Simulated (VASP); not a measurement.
MoSe:

```
CELL_PARAMETERS angstrom
3.64741 0.00000 0.00000
0.00000 3.64741 0.00000
0.00000 0.00000 3.64741
ATOMIC_POSITIONS crystal
Mo 0.00000 0.00000 0.00000
Se 0.50000 0.50000 0.50000
```

Base run:

```yaml
Program: VASP 6.6.1
Functional: PBE
Potentials_or_basis: VASP PAW PBE potentials, release 64 (Mo_sv, Se)
Cutoff: 520 eV
k_mesh: 12 × 12 × 12
Occupations: gaussian, width 0.1 eV
Spin: no spin polarisation
Hubbard_terms: Mo d U = 4.38 eV
```

Its results: band gap on the k mesh 0.54 eV, indirect (least direct gap 1.24 eV); pressure -14.5 GPa.

**Question.** The run is repeated on the same cell with these changes: spin from no spin polarisation to collinear spin, ferromagnetic start; further incar settings from ALGO = Normal; EDIFF = 1e-06; NBANDS = 17 to ALGO = Normal; EDIFF = 1e-07; NBANDS = 21. What comes out?

**Answer.** Band gap on the k mesh zero (filled and empty bands overlap); pressure -7.3 GPa; net moment 4.00 μB per cell; site moments Mo +3.78; Se -0.31 μB.

A k mesh can miss the band edges.
